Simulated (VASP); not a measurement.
Input of a VASP 6.6.1 run:

File INCAR:

```
SYSTEM = B2O3
PREC = Accurate
ENCUT = 520
EDIFF = 1E-7
ISMEAR = -1
SIGMA = 0.1172
LREAL = Auto
LASPH = .TRUE.
NELM = 100
ALGO = Normal
ISIF = 2
LWAVE = .FALSE.
LCHARG = .TRUE.
GGA = PE
LELF = .TRUE.
LVHAR = .TRUE.
ISYM = 0
NBANDS = 49
```

The input KPOINTS:

```
regular mesh
0
G
  1 1 1
  0 0 0
```

POSCAR

```
B2O3
1.0
    5.8498440000      0.0085590000      0.0958080000
    0.0085590000      5.7194010000      0.0236370000
    0.0958080000      0.0236370000      5.5609530000
B O
6 9
Direct
    0.3783578094      0.4525543842      0.5014865738
    0.1522780294      0.7731603009      0.3415769485
    0.7886902800      0.8286140265      0.4999665007
    0.4882786067      0.1089516290      0.7696309812
    0.8522388812      0.5233388590      0.1870327868
    0.5220309821      0.2417164107      0.1173945913
    0.3746150969      0.3090097932      0.3042158084
    0.7367342668      0.3360649754      0.0748798624
    0.4114581154      0.3459244213      0.7230549162
    0.7364739617      0.6165569090      0.3911375167
   -0.0111527462      0.9264015839      0.4170711689
    0.0666607729      0.5957813307      0.1699501653
    0.3014119488      0.6927042206      0.5041673386
    0.4709515868      1.0458955800      1.0105300722
    0.6410213272      0.9705928529      0.6197387616
```

Potentials or basis: VASP PAW PBE potentials, release 64 (B, O).

Run with:

```sh
$ cat potpaw_PBE.64/B/POTCAR potpaw_PBE.64/O/POTCAR > POTCAR
$ mpirun -np 1 vasp_gam > vasp.out
```

Task: Predict the pressure.

Result: 0.2 GPa.

Task: Estimate the band gap on the k mesh.

Result: 5.13 eV.

Forces in eV/Å, atoms in the order of the input:
```
B    0.242  0.443 -0.404
B   -1.936 -3.399 -0.186
B   -1.036  0.499 -1.645
B    2.211 -0.105 -1.854
B   -1.722 -1.206  1.632
B    0.590  2.682  4.292
O    0.739  0.203 -0.121
O    1.405  1.746 -0.070
O    0.414 -1.993 -0.405
O   -1.549  0.015  1.062
O    1.184  1.654  0.318
O    2.163  1.750 -1.175
O    0.489 -1.516 -0.441
O   -1.269 -2.107 -2.573
O   -1.924  1.333  1.570
```

Caveat: the k points lie up to 1.13 Å⁻¹ apart.
